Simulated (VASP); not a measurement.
**SnO2: single point with BLYP+D3(BJ)**

SnO2:

```
Sn O
1.0
    -2.01947    2.01947    5.17373
     2.01947   -2.01947    5.17373
     2.01947    2.01947   -5.17373
Sn O
2 4
Direct
  0.75000 0.25000 0.50000
  0.00000 0.00000 0.00000
  0.79656 0.79656 0.00000
  0.95344 0.45344 0.50000
  0.20344 0.20344 0.00000
  0.54656 0.04656 0.50000
```

```
Program                : VASP 6.6.1
Task                   : single point
Functional             : BLYP
Dispersion             : D3(BJ)
Potentials or basis    : VASP PAW PBE potentials, release 64 (Sn_d, O)
Cutoff                 : 520 eV
k mesh                 : 6 × 6 × 6
Occupations            : methfessel-paxton, width 0.02 eV
Spin                   : no spin polarisation
Dipole correction      : no
Further INCAR settings : ALGO = Normal; EDIFF = 1e-07; NBANDS = 35
```

```yaml
Pressure: 0.8 GPa
Largest_force: 0.039 eV/Å
Band_gap_on_the_k_mesh: 1.38 eV (least direct gap 1.73 eV)
Dispersion_energy_per_atom: -0.401 eV
```

Forces in eV/Å, atoms in the order of the input:
```
Sn   0.000  0.000  0.000
Sn   0.000  0.000  0.000
O    0.000  0.000 -0.039
O    0.000  0.000  0.039
O    0.000  0.000  0.039
O    0.000  0.000 -0.039
```

Stress tensor (GPa, compression positive):
```
0.75 0.00 0.00
0.00 0.75 0.00
0.00 0.00 1.05
```

Levels at points of the mesh, in eV from the valence-band top:
```tsv
k point	band 22	band 23	band 24	band 25	band 26	band 27	band 28	band 29	band 30	band 31
(0.00, 0.00, 0.00)	-1.00	-0.63	-0.63	-0.35	-0.35	1.38	5.22	9.37	9.62	9.87
(0.50, 0.00, 0.00)	-1.07	-0.72	-0.70	-0.54	-0.39	4.66	5.90	7.85	8.54	9.98
(0.50, 0.50, 0.00)	-0.87	-0.80	-0.80	-0.03	-0.03	6.96	6.96	7.61	7.61	8.56
(0.50, 0.50, 0.50)	-2.64	-0.95	-0.95	-0.26	-0.26	3.95	3.95	7.72	7.72	11.80
```

It took 3 min on 1 thread of AMD EPYC 9R45 96-Core Processor (Zen 5), with other jobs on the host, peak memory 0.32 GiB.

Caveat: the PAW data sets were made with another functional, which shifts forces and pressure a little; spin-orbit coupling is left out, which moves the levels of the heavy elements. A k mesh can miss the band edges.
